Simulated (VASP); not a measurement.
# TiC (Fm-3m) in VASP: notebook

The runs below take TiC through vibrations by perturbation theory, with LDA.

All numbers are computed with VASP 6.6.1; they aren't measurements. Logs are shortened: lines on timing, memory, paths and dates and some standing lists are left out, and cuts for length are marked.

### Step 1. The cell of the first run

It takes space group Fm-3m (No. 225, cubic). The conventional cell has a = 4.193 Å, b = 4.193 Å, c = 4.193 Å, α = 90.00°, β = 90.00°, γ = 90.00°. Within 2.8 Å of Ti (site symmetry m-3m) lie 6 C at 2.10 Å. C (site symmetry m-3m) has 6 Ti at 2.10 Å within 2.8 Å.

### Step 2. Vibrations by perturbation theory, LDA

INCAR reads:

```
ALGO = Normal ; EDIFF = 1E-8
ENCUT = 520 ; IBRION = 8
ISIF = 2 ; ISMEAR = -1
LASPH = True ; LCHARG = True
LREAL = False ; LWAVE = False
NELM = 60 ; NSW = 1
PREC = Accurate ; SIGMA = 0.15
```

KPOINTS reads:

```
k-points
0
Gamma
  18 18 18
```

POSCAR reads:

```
TiC
1.0
    0.0000000000      2.0965444148      2.0965444148
    2.0965444148      0.0000000000      2.0965444148
    2.0965444148      2.0965444148      0.0000000000
Ti C
1 1
Direct
    0.0000000000      0.0000000000      0.0000000000
    0.5000000000      0.5000000000      0.5000000000
```

Potentials or basis: VASP PAW LDA potentials, release 64 (Ti_sv, C).

Run with:

```
cat potpaw_LDA.64/Ti_sv/POTCAR potpaw_LDA.64/C/POTCAR > POTCAR
mpirun -np 1 vasp_std > vasp.out
```

OUTCAR:

```text
EDIFF = 1E-8
   ENCUT = 520
   IBRION = 8
   ISIF = 2
   ISMEAR = -1
   LASPH = True
   LREAL = False
   NELM = 60
   NSW = 1
   PREC = Accurate

 ion  position               nearest neighbor table
   1  0.000  0.000  0.000-   2 2.10   2 2.10   2 2.10   2 2.10   2 2.10   2 2.10
   2  0.500  0.500  0.500-   1 2.10   1 2.10   1 2.10   1 2.10   1 2.10   1 2.10

  LATTYP: Found a face centered cubic cell.
 ALAT       =     4.1930888296

  Lattice vectors:

 A1 = (   0.0000000000,   2.0965444148,   2.0965444148)
 A2 = (   2.0965444148,   0.0000000000,   2.0965444148)
 A3 = (   2.0965444148,   2.0965444148,   0.0000000000)

Analysis of symmetry for initial positions (statically):
=====================================================================
 Subroutine PRICEL returns:
 Original cell was already a primitive cell.

 Routine SETGRP: Setting up the symmetry group for a
 face centered cubic supercell.

 Subroutine GETGRP returns: Found 48 space group operations
 (whereof 48 operations were pure point group operations)
 out of a pool of 48 trial point group operations.

The static configuration has the point symmetry O_h .

Analysis of symmetry for dynamics (positions and initial velocities):
=====================================================================
 Subroutine PRICEL returns:
 Original cell was already a primitive cell.

 Routine SETGRP: Setting up the symmetry group for a
 face centered cubic supercell.

 Subroutine GETGRP returns: Found 48 space group operations
 (whereof 48 operations were pure point group operations)
 out of a pool of 48 trial point group operations.

The dynamic configuration has the point symmetry O_h .

 Subroutine INISYM returns: Found 48 space group operations
 (whereof 48 operations are pure point group operations),
 and found     1 'primitive' translations

----------------------------------------------------------------------------------------

[... 520 lines left out ...]

 VOLUME and BASIS-vectors are now :
 -----------------------------------------------------------------------------
  energy-cutoff  :      520.00
  volume of cell :       18.43
      direct lattice vectors                 reciprocal lattice vectors
     0.000000000  2.096544415  2.096544415    -0.238487674  0.238487674  0.238487674
     2.096544415  0.000000000  2.096544415     0.238487674 -0.238487674  0.238487674
     2.096544415  2.096544415  0.000000000     0.238487674  0.238487674 -0.238487674

 POSITION                                       TOTAL-FORCE (eV/Angst)
 -----------------------------------------------------------------------------------
      0.00000      0.00000      0.00000         0.000000      0.000000      0.000000
      2.09654      2.09654      2.09654         0.000000      0.000000      0.000000
 -----------------------------------------------------------------------------------
    total drift:                                0.000000     -0.000000     -0.000000

  FREE ENERGIE OF THE ION-ELECTRON SYSTEM (eV)
  ---------------------------------------------------
  free  energy   TOTEN  =       -20.5045417971 eV

  energy  without entropy=      -20.4812856622  energy(sigma->0) =      -20.49291373

[... ionic steps 2 to 3 ...]

--------------------------------------- Ionic step        4  -------------------------------------------

------------------------ aborting loop because EDIFF is reached ----------------------------------------

[... ionic steps 5 to 6 ...]

--------------------------------------- Ionic step        7  -------------------------------------------

 Free energy of the ion-electron system (eV)
  ---------------------------------------------------
  ---------------------------------------------------
  free energy    TOTEN  =        -0.11875313 eV

  energy without entropy =       -0.11875313

------------------------ aborting loop because EDIFF is reached ----------------------------------------

 INTERNAL STRAIN TENSOR  FOR ION    2  DIRECTION 1   (eV/Angst):
 -----------------------------------------------------------------------------
    -0.00457  0.00000 -0.00000
     0.00000  0.00150 -0.00000
     0.00000 -0.00000  0.00150

 INTERNAL STRAIN TENSOR FOR ION    2 for displacements in x,y,z  (eV/Angst):
          X           Y           Z          XY          YZ          ZX
  --------------------------------------------------------------------------------
  x     0.00000     0.00000     0.00000     0.00000     0.00000     0.00000
  y     0.00000     0.00000     0.00000     0.00000     0.00000     0.00000
  z     0.00000     0.00000     0.00000     0.00000     0.00000     0.00000

 SECOND DERIVATIVES (NOT SYMMETRIZED)
 ------------------------------------
               1X          1Y          1Z          2X          2Y          2Z
  1X   -12.932598    0.000000    0.000000   12.932598    0.000000    0.000000
  1Y     0.000000  -12.932598    0.000000    0.000000   12.932598    0.000000
  1Z     0.000000    0.000000  -12.932598    0.000000    0.000000   12.932598
  2X    12.879843    0.000000    0.000000  -12.879843    0.000000    0.000000
  2Y     0.000000   12.879843    0.000000    0.000000  -12.879843    0.000000
  2Z     0.000000    0.000000   12.879843    0.000000    0.000000  -12.879843

 Eigenvectors and eigenvalues of the dynamical matrix
 ----------------------------------------------------

   1 f  =   18.113342 THz   113.809484 2PiTHz  604.196053 cm-1    74.910729 meV
             X         Y         Z           dx          dy          dz
      0.000000  0.000000  0.000000    -0.448558    0.000000    0.000000
      2.096544  2.096544  2.096544     0.893754    0.000000    0.000000
[... 21 lines left out ...]
   6 f/i=    0.014841 THz     0.093250 2PiTHz    0.495051 cm-1     0.061379 meV
             X         Y         Z           dx          dy          dz
      0.000000  0.000000  0.000000     0.000000    0.000000    0.893754
      2.096544  2.096544  2.096544     0.000000    0.000000    0.448558

--------------------------------------------------------------------------------------------------------

 ELASTIC MODULI CONTR FROM IONIC RELAXATION (kBar)
 Direction    XX          YY          ZZ          XY          YZ          ZX
 --------------------------------------------------------------------------------
 XX           0.0000      0.0000      0.0000      0.0000      0.0000      0.0000
 YY           0.0000      0.0000      0.0000      0.0000      0.0000      0.0000
 ZZ           0.0000      0.0000      0.0000      0.0000      0.0000      0.0000
 XY           0.0000      0.0000      0.0000      0.0000      0.0000      0.0000
 YZ           0.0000      0.0000      0.0000      0.0000      0.0000      0.0000
 ZX           0.0000      0.0000      0.0000      0.0000      0.0000      0.0000
 --------------------------------------------------------------------------------
```

OSZICAR:

```text
N       E                     dE             d eps       ncg     rms          rms(c)
DAV:   1     0.117148931275E+03    0.11715E+03   -0.85388E+03  4688   0.162E+03
DAV:   2    -0.161182489945E+02   -0.13327E+03   -0.12693E+03  4860   0.389E+02
DAV:   3    -0.253369383464E+02   -0.92187E+01   -0.88516E+01  6048   0.963E+01
DAV:   4    -0.257876472165E+02   -0.45071E+00   -0.44970E+00  6148   0.202E+01
[... 52 lines left out ...]
RMM:  13    -0.118753130288E+00    0.14070E-06   -0.88379E-07 27607   0.363E-04    0.366E-05
RMM:  14    -0.118753136489E+00   -0.62008E-08   -0.87590E-07 28721   0.212E-04    0.317E-05
RMM:  15    -0.118753148091E+00   -0.11602E-07   -0.25620E-07 26229   0.142E-04    0.985E-06
RMM:  16    -0.118753126387E+00    0.21703E-07   -0.30866E-07 27986   0.902E-05    0.398E-06
RMM:  17    -0.118753134693E+00   -0.83061E-08   -0.98103E-08 28211   0.645E-05    0.521E-07
 Linear response finished
```

Run time: 2.9 min. Hardware: 1 thread of Intel Xeon 6975P-C (Granite Rapids), shared host; peak memory 0.35 GiB.

What came out:

```
Highest phonon frequency at Γ : 604 cm⁻¹
```

Phonon frequencies in cm⁻¹ (negative: imaginary):
| q point | frequencies |
| --- | --- |
| (0.000, 0.000, 0.000) | 0 0 0 604 604 604 |

Caveat: the cell stands under pressure or tension, which shifts response properties.

### Step 3. Vibrations by perturbation theory, LDA

This run uses another cell than the first one, of 9.41 Å³/atom.

INCAR reads:

```
ALGO = Normal
EDIFF = 1E-8
ENCUT = 520
IBRION = 8
ISIF = 2
ISMEAR = -1
LASPH = T
LCHARG = T
LREAL = F
LWAVE = F
NBANDS = 15
NELM = 80
NSW = 1
PREC = Accurate
SIGMA = 0.15
```

KPOINTS is that of step 2.

POSCAR reads:

```
TiC
1.0
    0.0000000000      2.1115747697      2.1115747697
    2.1115747697      0.0000000000      2.1115747697
    2.1115747697      2.1115747697      0.0000000000
Ti C
1 1
Direct
    0.0000000000      0.0000000000      0.0000000000
    0.5000000000      0.5000000000      0.5000000000
```

Potentials or basis: VASP PAW LDA potentials, release 64 (Ti_sv, C).

Run with:

```
cat potpaw_LDA.64/Ti_sv/POTCAR potpaw_LDA.64/C/POTCAR > POTCAR
mpirun -np 1 vasp_std > vasp.out
```

OUTCAR:

```text
EDIFF = 1E-8
   ENCUT = 520
   IBRION = 8
   ISIF = 2
   ISMEAR = -1
   LASPH = T
   LREAL = F
   NELM = 80
   NSW = 1
   PREC = Accurate

 ion  position               nearest neighbor table
   1  0.000  0.000  0.000-   2 2.11   2 2.11   2 2.11   2 2.11   2 2.11   2 2.11
   2  0.500  0.500  0.500-   1 2.11   1 2.11   1 2.11   1 2.11   1 2.11   1 2.11

  LATTYP: Found a face centered cubic cell.
 ALAT       =     4.2231495394

  Lattice vectors:

[... 686 lines left out ...]
 ------------------------------------
               1X          1Y          1Z          2X          2Y          2Z
  1X   -11.980659    0.000000    0.000000   11.980659    0.000000    0.000000
  1Y     0.000000  -11.980659    0.000000    0.000000   11.980659    0.000000
  1Z     0.000000    0.000000  -11.980659    0.000000    0.000000   11.980659
  2X    11.973370    0.000000    0.000000  -11.973370    0.000000    0.000000
  2Y     0.000000   11.973370    0.000000    0.000000  -11.973370    0.000000
  2Z     0.000000    0.000000   11.973370    0.000000    0.000000  -11.973370

 Eigenvectors and eigenvalues of the dynamical matrix
 ----------------------------------------------------

   1 f  =   17.458204 THz   109.693131 2PiTHz  582.343004 cm-1    72.201298 meV
             X         Y         Z           dx          dy          dz
      0.000000  0.000000  0.000000     0.000000    0.447934    0.000000
      2.111575  2.111575  2.111575     0.000000   -0.894066    0.000000
[... 21 lines left out ...]
   6 f/i=    0.002128 THz     0.013368 2PiTHz    0.070966 cm-1     0.008799 meV
             X         Y         Z           dx          dy          dz
      0.000000  0.000000  0.000000     0.000000    0.000000    0.894066
      2.111575  2.111575  2.111575     0.000000    0.000000    0.447934

--------------------------------------------------------------------------------------------------------

 ELASTIC MODULI CONTR FROM IONIC RELAXATION (kBar)
 Direction    XX          YY          ZZ          XY          YZ          ZX
 --------------------------------------------------------------------------------
 XX           0.0000      0.0000      0.0000      0.0000      0.0000      0.0000
 YY           0.0000      0.0000      0.0000      0.0000      0.0000      0.0000
 ZZ           0.0000      0.0000      0.0000      0.0000      0.0000      0.0000
 XY           0.0000      0.0000      0.0000      0.0000      0.0000      0.0000
 YZ           0.0000      0.0000      0.0000      0.0000      0.0000      0.0000
 ZX           0.0000      0.0000      0.0000      0.0000      0.0000      0.0000
 --------------------------------------------------------------------------------
```

It took 4.6 min on 1 thread of Intel Xeon 6975P-C (Granite Rapids), shared host; peak memory 0.38 GiB.

Results:

```yaml
Highest_phonon_frequency_at_Γ: 582 cm⁻¹
```

Phonon frequencies in cm⁻¹ (negative: imaginary):
| q point | frequencies |
| --- | --- |
| (0.000, 0.000, 0.000) | 0 0 0 582 582 582 |

Caveat: the cell stands under pressure or tension, which shifts response properties.

[end of part 1 of 2]
